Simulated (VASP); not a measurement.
# Mg2SiN2 (P-3m1) in VASP: further runs, part 2 of 3

VASP 6.6.1. Earlier steps stand in the parts before.

### Step 3. Relaxation of cell and atoms, PBE

This run uses another cell than the first one, of 14.65 Å³/atom.

INCAR

```
PREC = Accurate
ENCUT = 600
EDIFF = 1E-7
ISMEAR = 0
SIGMA = 0.1
LREAL = False
LASPH = True
NELM = 60
ALGO = Normal
ISIF = 3
LWAVE = False
LCHARG = False
GGA = PE
IBRION = 2
NSW = 90
EDIFFG = -0.04
```

KPOINTS

```
regular mesh
0
Gamma
  6 6 2
```

POSCAR

```
Mg2SiN2
1.0
    3.1479692000      0.0000000000      0.0000000000
   -1.5739846000      2.7262212900      0.0000000000
    0.0000000000      0.0000000000      8.5349976500
Mg Si N
2 1 2
Direct
    0.6666666700      0.3333333300      0.2917240000
    0.3333333300      0.6666666700      0.7082760000
    0.0000000000      0.0000000000      0.0000000000
    0.6666666700      0.3333333300      0.8726159900
    0.3333333300      0.6666666700      0.1273840100
```

Potentials or basis: VASP PAW PBE potentials, release 64 (Mg, Si, N).

The run is started by

```console
$ cat potpaw_PBE.64/Mg/POTCAR potpaw_PBE.64/Si/POTCAR potpaw_PBE.64/N/POTCAR > POTCAR
$ mpirun -np 1 vasp_std > vasp.out
```

OUTCAR:

```text
PREC = Accurate
   ENCUT = 600
   EDIFF = 1E-7
   ISMEAR = 0
   LREAL = False
   LASPH = True
   NELM = 60
   ISIF = 3
   GGA = PE
   IBRION = 2
   NSW = 90
   EDIFFG = -0.04

 ion  position               nearest neighbor table
   1  0.667  0.333  0.292-   5 2.30   5 2.30   5 2.30   3 3.08   3 3.08   3 3.08
   2  0.333  0.667  0.708-   4 2.30   4 2.30   4 2.30   3 3.08   3 3.08   3 3.08
   3  0.000  0.000  0.000-   4 2.12   5 2.12   5 2.12   4 2.12   4 2.12   5 2.12   1 3.08   2 3.08
                             2 3.08   1 3.08   2 3.08   1 3.08
   4  0.667  0.333  0.873-   3 2.12   3 2.12   3 2.12   2 2.30   2 2.30   2 2.30
   5  0.333  0.667  0.127-   3 2.12   3 2.12   3 2.12   1 2.30   1 2.30   1 2.30

  LATTYP: Found a hexagonal cell.
 ALAT       =     3.1479692000
 C/A-ratio  =     2.7112710156

  Lattice vectors:

 A1 = (   3.1479692000,   0.0000000000,   0.0000000000)
 A2 = (  -1.5739846000,   2.7262212900,   0.0000000000)
 A3 = (   0.0000000000,   0.0000000000,   8.5349976500)

Analysis of symmetry for initial positions (statically):
=====================================================================
 Subroutine PRICEL returns:
 Original cell was already a primitive cell.

 Routine SETGRP: Setting up the symmetry group for a
 hexagonal supercell.

 Subroutine GETGRP returns: Found 12 space group operations
 (whereof 12 operations were pure point group operations)
 out of a pool of 24 trial point group operations.

[... 170 lines left out ...]
      1     -12.8422      2.00000
      2     -10.3927      2.00000
      3      -2.6439      2.00000
      4       0.6696      2.00000
      5       1.5818      2.00000
      6       1.9928      2.00000
      7       1.9928      2.00000
      8       2.3474      2.00000
      9       2.3474      2.00000
     10       5.6813      0.00000
     11       5.8707      0.00000
     12       7.0444      0.00000
     13      10.3826      0.00000
[... 316 lines left out ...]
  FREE ENERGIE OF THE ION-ELECTRON SYSTEM (eV)
  ---------------------------------------------------
  free  energy   TOTEN  =       -27.2988511715 eV

  energy  without entropy=      -27.2940766265  energy(sigma->0) =      -27.29646390

[... ionic steps 4 to 11 ...]

--------------------------------------- Ionic step       12  -------------------------------------------

 number of electron      18.0000002 magnetization

------------------------ aborting loop because EDIFF is reached ----------------------------------------
[... 73 lines left out ...]
--------------------------------------- Ionic step       14  -------------------------------------------

 number of electron      18.0000001 magnetization

 Free energy of the ion-electron system (eV)
  ---------------------------------------------------
  ext. energy  EPLUGINS =         0.00000000
  ---------------------------------------------------
  free energy    TOTEN  =       -27.96671445 eV

  energy without entropy =      -27.96411386  energy(sigma->0) =      -27.96541415

 E-fermi :   7.9570     XC(G=0): -10.9540

 val. band max:        7.9482870346   @ k =   0.3333   0.3333   0.0000
 cond. band min:       8.0943021815   @ k =   0.5000  -0.0000   0.0000
 fundamental gap:      0.1460151469
 Fermi energy:         7.9569543374

 k-point     1 :       0.0000    0.0000    0.0000
  band No.  band energies     occupation
      1     -11.9227      2.00000
      2      -8.6306      2.00000
      3      -1.1428      2.00000
      4       3.0626      2.00000
      5       3.1712      2.00000
      6       4.6421      2.00000
      7       4.6421      2.00000
      8       5.3183      2.00000
      9       5.3183      2.00000
     10      10.1106      0.00000
     11      11.0957      0.00000
     12      11.6274      0.00000
     13      15.1744      0.00000
[... 238 lines left out ...]
  FREE ENERGIE OF THE ION-ELECTRON SYSTEM (eV)
  ---------------------------------------------------
  free  energy   TOTEN  =       -27.9667144505 eV

  energy  without entropy=      -27.9641138567  energy(sigma->0) =      -27.96541415

 reached required accuracy - stopping structural energy minimisation
```

It took 6.9 min on 1 thread of Intel Xeon 8259CL, shared host; peak memory 0.25 GiB.

What came out:

```
Free energy                           : -27.9667 eV
Relaxed volume                        : 10.82 Å³/atom
Relaxed cell                          : a = 2.892 Å, b = 2.892 Å, c = 7.464 Å, α = 90.00°, β = 90.00°, γ = 120.00°
Space group after relaxing (to 0.1 Å) : P-3m1 (No. 164)
Energy gained by relaxing             : 339.7 meV/atom
Ionic steps                           : 14
Pressure after relaxing               : 0.1 GPa
Largest force after relaxing          : 0.021 eV/Å
Band gap on the k mesh                : zero (bands 9 and 10 overlap by 0.67 eV)
```

Forces in eV/Å, atoms in the order of the input:
```
Mg   0.000  0.000 -0.009
Mg   0.000  0.000  0.009
Si   0.000  0.000  0.000
N    0.000  0.000 -0.021
N    0.000  0.000  0.021
```

Stress tensor (GPa, compression positive):
```
 0.20  0.00  0.00
 0.00  0.20  0.00
 0.00  0.00 -0.14
```

Step by step:
```csv
step,energy change (eV),largest force (eV/Å),pressure (GPa),volume (Å³)
1,0.0000,0.8518,-17.43,73.25
2,-1.0095,1.9788,5.52,57.60
3,-1.0305,1.8259,1.44,59.14
4,-1.2440,0.8413,2.07,57.71
5,-1.2590,0.9380,2.62,57.23
6,-1.4580,0.4667,-4.07,58.02
7,-1.5202,0.1951,-7.87,58.54
8,-1.6431,0.2782,-5.87,56.64
9,-1.6627,0.4371,-4.04,55.45
10,-1.6633,0.4055,-4.38,55.66
11,-1.6956,0.1474,-1.00,54.45
12,-1.6977,0.1057,0.17,54.07
13,-1.6977,0.1036,0.27,54.03
14,-1.6983,0.0207,0.09,54.08
```

Final structure:
```xyz
5
Lattice="2.8924 0.0000 0.0000 -1.4462 2.5049 0.0000 0.0000 0.0000 7.4642" Properties=species:S:1:pos:R:3 pbc="T T T"
Mg    1.4462    0.8350    2.4702
Mg    0.0000    1.6699    4.9940
Si    0.0000    0.0000    0.0000
N     1.4462    0.8350    6.4460
N     0.0000    1.6699    1.0181
```

Caveat: the k points lie up to 0.42 Å⁻¹ apart in the final cell, too coarse for converged energies and pressures of a metal; the volume moved by over 15 % at a fixed basis, so the end points are rough.

### Step 4. Relaxation of cell and atoms, PBE

INCAR

```
SYSTEM = Mg2SiN2
PREC = Accurate
ENCUT = 600
EDIFF = 1E-6
ISMEAR = 0
SIGMA = 0.1
LREAL = .FALSE.
LASPH = .TRUE.
NELM = 60
ALGO = Normal
ISIF = 3
LWAVE = .FALSE.
LCHARG = .FALSE.
GGA = PE
IBRION = 2
NSW = 90
EDIFFG = -0.04
```

KPOINTS

```
Automatic mesh
0
G
  6 6 4
  0 0 0
```

POSCAR

```
Mg2SiN2
1.0
    2.8970496407      0.0000000000      0.0000000000
   -1.4485248204      2.5089185849      0.0000000000
    0.0000000000      0.0000000000      7.4754156591
Mg Si N
2 1 2
Direct
    0.6666666667      0.3333333333      0.3307155075
    0.3333333333      0.6666666667      0.6692844925
    0.0000000000      0.0000000000      0.0000000000
    0.6666666667      0.3333333333      0.8638027943
    0.3333333333      0.6666666667      0.1361972057
```

Potentials or basis: VASP PAW PBE potentials, release 64 (Mg, Si, N).

The run is started by

```console
$ cat potpaw_PBE.64/Mg/POTCAR potpaw_PBE.64/Si/POTCAR potpaw_PBE.64/N/POTCAR > POTCAR
$ mpirun -np 1 vasp_std > vasp.out
```

OUTCAR:

```text
SYSTEM = Mg2SiN2
   PREC = Accurate
   ENCUT = 600
   EDIFF = 1E-6
   ISMEAR = 0
   LREAL = .FALSE.
   LASPH = .TRUE.
   NELM = 60
   ISIF = 3
   GGA = PE
   IBRION = 2
   NSW = 90
   EDIFFG = -0.04

 ion  position               nearest neighbor table
   1  0.667  0.333  0.331-   5 2.22   5 2.22   5 2.22   3 2.98   3 2.98   3 2.98   2 3.03   2 3.03
                             2 3.03
   2  0.333  0.667  0.669-   4 2.22   4 2.22   4 2.22   3 2.98   3 2.98   3 2.98   1 3.03   1 3.03
[... 642 lines left out ...]
  -------------------------------------------------------------------------------------
  Total        0.1117409      0.1117409      0.0775403     -0.0000000     -0.0000000      0.0000000
  in kB        3.3132498      3.3132498      2.2991620     -0.0000000     -0.0000000      0.0000000
  external PRESSURE =       2.9752206 kB  Pullay stress =       0.0000000 kB

 VOLUME and BASIS-vectors are now :
 -----------------------------------------------------------------------------
  energy-cutoff  :      600.00
  volume of cell :       54.03
      direct lattice vectors                 reciprocal lattice vectors
     2.891347646  0.000000000  0.000000000     0.345859482  0.199682065 -0.000000000
    -1.445673823  2.503980513  0.000000000    -0.000000000  0.399364130 -0.000000000
     0.000000000  0.000000000  7.463409110    -0.000000000 -0.000000000  0.133987027

 POSITION                                       TOTAL-FORCE (eV/Angst)
 -----------------------------------------------------------------------------------
      1.44567      0.83466      2.46916         0.000000      0.000000      0.024162
     -0.00000      1.66932      4.99425        -0.000000     -0.000000     -0.024162
     -1.44567      2.50398      0.00000        -0.000000      0.000000      0.000000
      1.44567      0.83466      6.44683        -0.000000     -0.000000     -0.032668
     -0.00000      1.66932      1.01658         0.000000      0.000000      0.032668
 -----------------------------------------------------------------------------------
    total drift:                               -0.000000      0.000000     -0.000000

  FREE ENERGIE OF THE ION-ELECTRON SYSTEM (eV)
  ---------------------------------------------------
  free  energy   TOTEN  =       -27.9475628638 eV

  energy  without entropy=      -27.9437972676  energy(sigma->0) =      -27.94568007

 reached required accuracy - stopping structural energy minimisation
```

Wall time 49 s (1 thread of Intel Xeon 8259CL, shared host); peak memory 0.19 GiB.

What came out:

```
Free energy                           : -27.9476 eV
Relaxed volume                        : 10.81 Å³/atom
Relaxed cell                          : a = 2.891 Å, b = 2.891 Å, c = 7.463 Å, α = 90.00°, β = 90.00°, γ = 120.00°
Space group after relaxing (to 0.1 Å) : P-3m1 (No. 164)
Energy gained by relaxing             : 0.1 meV/atom
Ionic steps                           : 2
Pressure after relaxing               : 0.3 GPa
Largest force after relaxing          : 0.033 eV/Å
Band gap on the k mesh                : zero (bands 9 and 10 overlap by 0.67 eV)
```

Forces on the atoms (eV/Å):
```
Mg   0.000  0.000  0.024
Mg   0.000  0.000 -0.024
Si   0.000  0.000  0.000
N    0.000  0.000 -0.033
N    0.000  0.000  0.033
```

Stress tensor (GPa, compression positive):
```
0.33 0.00 0.00
0.00 0.33 0.00
0.00 0.00 0.23
```

Step by step:
```tsv
step	energy change (eV)	largest force (eV/Å)	pressure (GPa)	volume (Å³)
1	0.0000	0.0187	-0.56	54.33
2	-0.0003	0.0327	0.30	54.03
```

Final structure:
```
Mg Si N
1.0
     2.89135    0.00000    0.00000
    -1.44567    2.50398    0.00000
     0.00000    0.00000    7.46341
Mg Si N
2 1 2
Direct
  0.66667 0.33333 0.33084
  0.33333 0.66667 0.66916
  0.00000 0.00000 0.00000
  0.66667 0.33333 0.86379
  0.33333 0.66667 0.13621
```

Levels at points of the mesh, in eV from the Fermi level:
```tsv
k point	band 7	band 8	band 9	band 10	band 11	band 12
(0.00, 0.00, 0.00)	-3.44	-2.76	-2.76	2.04	3.03	3.56
(0.50, 0.00, 0.00)	-4.50	-3.34	-0.78	0.04	2.09	2.74
(0.00, 0.00, 0.50)	-2.76	-2.76	-2.50	0.41	3.55	4.11
(0.50, 0.00, 0.50)	-4.45	-3.34	-1.08	-0.20	1.78	3.32
```

Caveat: the k points lie up to 0.42 Å⁻¹ apart in the final cell, too coarse for converged energies and pressures of a metal.

(Continued in part 3 of 3.)
